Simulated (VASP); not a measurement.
# Si3F2 (R-3m) in VASP: notebook

Runs on Si3F2. Level: PBE. Tasks: single point, relaxation of cell and atoms.

Everything below comes from runs of VASP 6.6.1. Logs are shortened: lines on timing, memory, paths and dates and some standing lists are left out, and cuts for length are marked.

## Step 1: The cell of the first run

The structure is trigonal, space group R-3m (No. 166). The conventional cell has a = 3.217 Å, b = 3.217 Å, c = 22.369 Å, α = 90.00°, β = 90.00°, γ = 120.00°. Within 3.4 Å of Si (site symmetry -3m) lie 6 F at 2.38 Å and 12 Si at 3.22 to 3.34 Å. Within 3.0 Å of Si (site symmetry 3m) lie 3 F at 2.25 Å and 3 Si at 2.67 Å. F (site symmetry 3m) has 6 Si at 2.25 to 2.38 Å within 3.0 Å.

## Step 2: Single point, PBE

Input file INCAR:

```
SYSTEM = Si3F2
  PREC = Accurate
  ENCUT = 520
  EDIFF = 1E-7
  ISMEAR = 0
  SIGMA = 0.1
  LREAL = .False.
  LASPH = .True.
  NELM = 60
  ALGO = Normal
  ISIF = 2
  LWAVE = .False.
  LCHARG = .False.
  GGA = PE
  NBANDS = 21
```

Input file KPOINTS:

```
regular mesh
0
Gamma
  6 6 6
  0 0 0
```

Input file POSCAR:

```
Si3F2
1.0
    1.6085193897      0.9286791026      7.4563033016
   -1.6085193897      0.9286791026      7.4563033016
    0.0000000000     -1.8573582052      7.4563033016
Si F
3 2
Direct
    0.0000000000      0.0000000000      0.0000000000
    0.2095000000      0.2095000000      0.2095000000
    0.7905000000      0.7905000000      0.7905000000
    0.4000000000      0.4000000000      0.4000000000
    0.6000000000      0.6000000000      0.6000000000
```

Potentials or basis: VASP PAW PBE potentials, release 64 (Si, F).

Launch:

```console
> cat potpaw_PBE.64/Si/POTCAR potpaw_PBE.64/F/POTCAR > POTCAR
> mpirun -np 1 vasp_std > vasp.out
```

OUTCAR:

```text
SYSTEM = Si3F2
   PREC = Accurate
   ENCUT = 520
   EDIFF = 1E-7
   ISMEAR = 0
   LREAL = .False.
   LASPH = .True.
   NELM = 60
   ISIF = 2
   GGA = PE

 ion  position               nearest neighbor table
   1  0.000  0.000  0.000-   5 2.38   4 2.38   5 2.38   5 2.38   4 2.38   4 2.38
   2  0.209  0.209  0.209-   5 2.25   5 2.25   5 2.25   3 2.67   3 2.67   3 2.67
   3  0.791  0.791  0.791-   4 2.25   4 2.25   4 2.25   2 2.67   2 2.67   2 2.67
   4  0.400  0.400  0.400-   3 2.25   3 2.25   3 2.25   1 2.38   1 2.38   1 2.38
   5  0.600  0.600  0.600-   2 2.25   2 2.25   2 2.25   1 2.38   1 2.38   1 2.38

  LATTYP: Found a trigonal (rhomboedric) cell.
 ALAT       =     7.6841550237
 COS(alpha) =     0.9123624232

  Lattice vectors:

 A1 = (   1.6085193897,   0.9286791026,   7.4563033016)
 A2 = (  -1.6085193897,   0.9286791026,   7.4563033016)
 A3 = (   0.0000000000,  -1.8573582052,   7.4563033016)

Analysis of symmetry for initial positions (statically):
=====================================================================
 Subroutine PRICEL returns:
 Original cell was already a primitive cell.

 Routine SETGRP: Setting up the symmetry group for a
 trigonal (rhombohedral) supercell.

 Subroutine GETGRP returns: Found 12 space group operations
 (whereof 12 operations were pure point group operations)
 out of a pool of 12 trial point group operations.

The static configuration has the point symmetry D_3d.

Analysis of symmetry for dynamics (positions and initial velocities):
=====================================================================
 Subroutine PRICEL returns:
 Original cell was already a primitive cell.

 Routine SETGRP: Setting up the symmetry group for a
 trigonal (rhombohedral) supercell.

 Subroutine GETGRP returns: Found 12 space group operations
 (whereof 12 operations were pure point group operations)
 out of a pool of 12 trial point group operations.

The dynamic configuration has the point symmetry D_3d.

 Subroutine INISYM returns: Found 12 space group operations
 (whereof 12 operations are pure point group operations),
 and found     1 'primitive' translations

----------------------------------------------------------------------------------------

                                     Primitive cell

  volume of cell :      66.8293

  direct lattice vectors                    reciprocal lattice vectors
     1.608519390  0.928679103  7.456303302     0.310844870  0.179466369  0.044704905
    -1.608519390  0.928679103  7.456303302    -0.310844870  0.179466369  0.044704905
     0.000000000 -1.857358205  7.456303302     0.000000000 -0.358932738  0.044704905

  length of vectors
     7.684155024  7.684155024  7.684155024     0.361706012  0.361706012  0.361706012

  position of ions in fractional coordinates (direct lattice)
     0.000000000  0.000000000  0.000000000
     0.209500000  0.209500000  0.209500000
     0.790500000  0.790500000  0.790500000
     0.400000000  0.400000000  0.400000000
     0.600000000  0.600000000  0.600000000

  ion indices of the primitive-cell ions
   primitive index   ion index
                 1           1
                 2           2
                 3           3
                 4           4
                 5           5

----------------------------------------------------------------------------------------

 KPOINTS: regular mesh

Automatic generation of k-mesh.
 Grid dimensions read from file:
 generate k-points for:    6    6    6

 Generating k-lattice:

  Cartesian coordinates                     Fractional coordinates (reciprocal lattice)
     0.051807478  0.029911062  0.007450818     0.166666667  0.000000000  0.000000000
    -0.051807478  0.029911062  0.007450818     0.000000000  0.166666667  0.000000000
     0.000000000 -0.059822123  0.007450818     0.000000000  0.000000000  0.166666667

  Length of vectors
     0.060284335  0.060284335  0.060284335

  Shift w.r.t. Gamma in fractional coordinates (k-lattice)
     0.000000000  0.000000000  0.000000000

 Subroutine IBZKPT returns following result:
 ===========================================

 Found     32 irreducible k-points:

 Following reciprocal coordinates:
            Coordinates               Weight
  0.000000  0.000000  0.000000      1.000000
  0.166667  0.000000  0.000000      6.000000
  0.333333  0.000000  0.000000      6.000000
  0.500000 -0.000000  0.000000      3.000000
  0.166667  0.166667  0.000000      6.000000
  0.333333  0.166667  0.000000     12.000000
[... 16 lines left out ...]
  0.500000  0.500000  0.166667      6.000000
 -0.333333  0.500000  0.166667     12.000000
 [... further k-points ...]
   k-points           NKPTS =     32   k-points in BZ     NKDIM =     32   number of bands    NBANDS=     21
   number of dos      NEDOS =    301   number of ions     NIONS =      5
   total plane-waves  NPLWV = 216000
   dimension x,y,z NGX =    60 NGY =   60 NGZ =   60
   dimension x,y,z NGXF=   120 NGYF=  120 NGZF=  120
   ions per type =               3   2
   NGX,Y,Z   is equivalent  to a cutoff of  12.98, 12.98, 12.98 a.u.
   NGXF,Y,Z  is equivalent  to a cutoff of  25.96, 25.96, 25.96 a.u.
 SYSTEM =  Si3F2
   PREC   = accura    normal or accurate (medium, high low for compatibility)
   ISTART =      0    job   : 0-new  1-cont  2-samecut
   ICHARG =      2    charge: 1-file 2-atom 10-const
   ISPIN  =      1    spin polarized calculation?
   LNONCOLLINEAR =      F non collinear calculations
   LSORBIT =      F    spin-orbit coupling
   LASPH  =      T    aspherical Exc in radial PAW
   ENCUT  =  520.0 eV  38.22 Ry    6.18 a.u.  14.29 14.29 14.29*2*pi/ulx,y,z
   NELM   =     60;   NELMIN=  2; NELMDL= -5     # of ELM steps
   EDIFF  = 0.1E-06   stopping-criterion for ELM
   LREAL  =      F    real-space projection
   EDIFFG = 0.1E-05   stopping-criterion for IOM
   NSW    =      0    number of steps for IOM
   IBRION =     -1    ionic relax: 0-MD 1-quasi-New 2-CG
   NFREE  =      0    steps in history (QN), initial steepest desc. (CG)
   ISIF   =      2    stress and relaxation
   ISYM   =      2    0-nonsym 1-usesym 2-fastsym
   POTIM  = 0.5000    time-step for ionic-motion
   TEBEG  =    0.0;   TEEND  =   0.0 temperature during run
   PSTRESS=    0.0 pullay stress
   NELECT =      26.0000    total number of electrons
   NUPDOWN=      -1.0000    fix difference up-down
   EMIN   =  10.00;   EMAX   =-10.00  energy-range for DOS
   EFERMI =   0.00;   METHOD = LEGACY
   ISMEAR =     0;   SIGMA  =   0.10  broadening in eV -4-tet -1-fermi 0-gaus
   EFERMI_NEDOS =   21; number of points for ismear=-14 and -15
   IALGO  =     38    algorithm
   IMIX   =      4    mixing-type and parameters
     AMIX     =   0.40;   BMIX     =  1.00
     AMIX_MAG =   1.60;   BMIX_MAG =  1.00
  volume/ion in A,a.u.               =      13.37        90.20
  Fermi-wavevector in a.u.,A,eV,Ry     =   1.195117  2.258443 19.433258  1.428304
  Thomas-Fermi vector in A             =   2.331090
   LORBIT       =      0    0 simple, 1 ext, 2 COOP (PROOUT), +10 PAW based schemes
   GGA     = PE    functional components
   LHFCALC =     F    Hartree Fock is set to
   AEXX    =    0.0000 exact exchange contribution
   IVDW    =     0    specifies the selected vdW correction
   LEPSILON=     F    determine dielectric tensor
   LRPA    =     F    only Hartree local field effects (RPA)
 non-spin polarized calculation
 Gauss-broadening in eV      SIGMA  =   0.10
  energy-cutoff  :      520.00
  volume of cell :       66.83
 maximum number of plane-waves:      1826
 NGX is ok and might be reduce to    60
   NGX = 29   NGY = 29   NGZ = 29

 number of electron      25.9999998 magnetization

 Free energy of the ion-electron system (eV)
  ---------------------------------------------------
  ext. energy  EPLUGINS =         0.00000000
  ---------------------------------------------------
  free energy    TOTEN  =       -19.19651483 eV

  energy without entropy =      -19.18103852  energy(sigma->0) =      -19.18877668

 E-fermi :   7.7564     XC(G=0): -10.6868

 val. band max:        7.7340730741   @ k =  -0.3333   0.5000   0.1667
 cond. band min:       7.7727961258   @ k =  -0.3333   0.3333   0.1667
 fundamental gap:      0.0387230517
 Fermi energy:         7.7564379028

 k-point     1 :       0.0000    0.0000    0.0000
  band No.  band energies     occupation
      1     -18.3065      2.00000
      2     -18.1911      2.00000
      3      -4.1504      2.00000
      4      -2.2924      2.00000
      5      -1.0225      2.00000
      6       0.6941      2.00000
[... 13 lines left out ...]
     20      14.9077      0.00000
     21      15.7602      0.00000

 k-point     2 :       0.1667    0.0000    0.0000
  band No.  band energies     occupation
      1     -18.2348      2.00000
      2     -18.1355      2.00000
      3      -3.7089      2.00000
      4      -2.3756      2.00000
      5      -1.0475      2.00000
      6       0.0560      2.00000
[... 13 lines left out ...]
     20      13.9145      0.00000
     21      14.6423      0.00000

 k-point     3 :       0.3333    0.0000    0.0000
  band No.  band energies     occupation
      1     -18.0843      2.00000
      2     -18.0245      2.00000
      3      -2.8398      2.00000
      4      -2.2484      2.00000
      5      -1.6225      2.00000
      6      -0.0832      2.00000
[... 13 lines left out ...]
     20      13.2394      0.00000
     21      13.5717      0.00000
[... 457 lines left out ...]
 k-point    23 :       0.5000    0.5000    0.1667
  band No.  band energies     occupation
      1     -18.0808      2.00000
      2     -18.0280      2.00000
      3      -2.7848      2.00000
      4      -2.4295      2.00000
      5      -1.2051      2.00000
      6      -0.6135      2.00000
[... 13 lines left out ...]
     20      13.0953      0.00000
     21      13.6111      0.00000

 k-point    24 :      -0.3333    0.5000    0.1667
  band No.  band energies     occupation
      1     -18.0012      2.00000
      2     -17.9745      2.00000
      3      -2.4560      2.00000
      4      -2.2338      2.00000
      5      -0.7291      2.00000
      6      -0.6304      2.00000
[... 13 lines left out ...]
     20      12.8496      0.00000
     21      15.1155      0.00000

 [... further k-points ...]

------------------------ aborting loop because EDIFF is reached ----------------------------------------

  FORCE on cell =-STRESS in cart. coord.  units (eV):
  Direction    XX          YY          ZZ          XY          YZ          ZX
  --------------------------------------------------------------------------------------
  -------------------------------------------------------------------------------------
  Total        5.5749540      5.5749540      9.7433402      0.0000000      0.0000000      0.0000000
  in kB      133.6549607    133.6549607    233.5886092      0.0000000      0.0000000      0.0000000
  external PRESSURE =     166.9661768 kB  Pullay stress =       0.0000000 kB

 VOLUME and BASIS-vectors are now :
 -----------------------------------------------------------------------------
  energy-cutoff  :      520.00
  volume of cell :       66.83
      direct lattice vectors                 reciprocal lattice vectors
     1.608519390  0.928679103  7.456303302     0.310844870  0.179466369  0.044704905
    -1.608519390  0.928679103  7.456303302    -0.310844870  0.179466369  0.044704905
     0.000000000 -1.857358205  7.456303302     0.000000000 -0.358932738  0.044704905

 POSITION                                       TOTAL-FORCE (eV/Angst)
 -----------------------------------------------------------------------------------
      0.00000      0.00000      0.00000         0.000000     -0.000000     -0.000000
      0.00000      0.00000      4.68629         0.000000      0.000000     -2.846307
      0.00000      0.00000     17.68262         0.000000     -0.000000      2.846307
      0.00000      0.00000      8.94756         0.000000      0.000000     -0.854109
      0.00000      0.00000     13.42135         0.000000     -0.000000      0.854109
 -----------------------------------------------------------------------------------
    total drift:                                0.000000      0.000000      0.000000

  FREE ENERGIE OF THE ION-ELECTRON SYSTEM (eV)
  ---------------------------------------------------
  free  energy   TOTEN  =       -19.1965148346 eV

  energy  without entropy=      -19.1810385223  energy(sigma->0) =      -19.18877668
```

Wall time 91 s (1 thread of Intel Xeon 6975P-C (Granite Rapids), shared host); peak memory 0.44 GiB.

Results:

| Property | Result |
| --- | --- |
| Free energy | -19.1965 eV |
| Pressure | 16.7 GPa |
| Largest force | 2.846 eV/Å |
| Band gap on the k mesh | zero (bands 13 and 14 overlap by 3.63 eV) |

Forces on the atoms (eV/Å):
```
Si   0.000  0.000  0.000
Si   0.000  0.000 -2.846
Si   0.000  0.000  2.846
F    0.000  0.000 -0.854
F    0.000  0.000  0.854
```

Stress tensor (GPa, compression positive):
```
13.37  0.00  0.00
 0.00 13.37  0.00
 0.00  0.00 23.36
```

Caveat: the k points lie up to 0.38 Å⁻¹ apart, too coarse for converged energies and pressures of a metal; forces of over 1 eV/Å act on the atoms, so gaps and moduli don't describe the material at rest.

## Step 3: Single point, PBE

This run uses another cell than the first one, of 13.51 Å³/atom.

Input file INCAR:

```
SYSTEM = Si3F2
PREC     = Accurate       ! precision mode
ENCUT    = 520            ! plane-wave cutoff, eV
EDIFF    = 1E-6           ! SCF threshold, eV
ISMEAR   = 0              ! smearing method
SIGMA    = 0.1            ! smearing width, eV
LREAL    = .FALSE.        ! projectors in reciprocal space
LASPH    = .TRUE.         ! aspherical terms in the spheres
NELM     = 100            ! most SCF steps
ALGO     = Normal         ! electronic algorithm
ISIF     = 2              ! what is computed and relaxed
LWAVE    = .FALSE.        ! write WAVECAR
LCHARG   = .FALSE.        ! write CHGCAR
GGA      = PE             ! functional
NBANDS   = 21             ! bands
```

Input file KPOINTS:

```
regular mesh
0
G
  6 6 6
  0 0 0
```

Input file POSCAR:

```
Si3F2
1.0
    1.4274733598      0.8241521285      9.5705796597
   -1.4274733598      0.8241521285      9.5705796597
    0.0000000000     -1.6483042571      9.5705796597
Si F
3 2
Direct
    0.0000000000      0.0000000000      0.0000000000
    0.1990680305      0.1990680305      0.1990680305
    0.8009319695      0.8009319695      0.8009319695
    0.4069196940      0.4069196940      0.4069196940
    0.5930803060      0.5930803060      0.5930803060
```

Potentials or basis: VASP PAW PBE potentials, release 64 (Si, F).

Launch:

```console
> cat potpaw_PBE.64/Si/POTCAR potpaw_PBE.64/F/POTCAR > POTCAR
> mpirun -np 1 vasp_std > vasp.out
```

It took 3.5 min on 1 thread of Intel Xeon 6975P-C (Granite Rapids), shared host; peak memory 0.67 GiB.

The run converged. Its results:

```
Free energy            : -21.9533 eV
Pressure               : 0.0 GPa
Largest force          : 0.012 eV/Å
Band gap on the k mesh : zero (bands 13 and 14 overlap by 3.43 eV)
```

Forces in eV/Å, atoms in the order of the input:
```
Si   0.000  0.000  0.000
Si   0.000  0.000 -0.012
Si   0.000  0.000  0.012
F    0.000  0.000 -0.004
F    0.000  0.000  0.004
```

Stress tensor (GPa, compression positive):
```
-0.06  0.00  0.00
 0.00 -0.06  0.00
 0.00  0.00  0.24
```

Levels at points of the mesh, in eV from the Fermi level:
| k point | band 10 | band 11 | band 12 | band 13 | band 14 | band 15 |
| --- | --- | --- | --- | --- | --- | --- |
| (0.00, 0.00, 0.00) | -4.03 | -4.03 | 0.24 | 0.65 | 6.35 | 6.64 |
| (0.50, 0.00, 0.00) | -4.51 | -4.21 | -2.82 | -1.57 | -0.43 | 2.60 |
| (0.50, 0.50, 0.00) | -4.50 | -4.08 | -3.22 | -1.30 | -0.39 | 2.59 |
| (0.50, 0.50, 0.50) | -4.03 | -3.08 | -1.44 | 2.00 | 5.36 | 6.64 |

Caveat: the k points lie up to 0.43 Å⁻¹ apart, too coarse for converged energies and pressures of a metal.

(Part 1 of 2 ends here.)
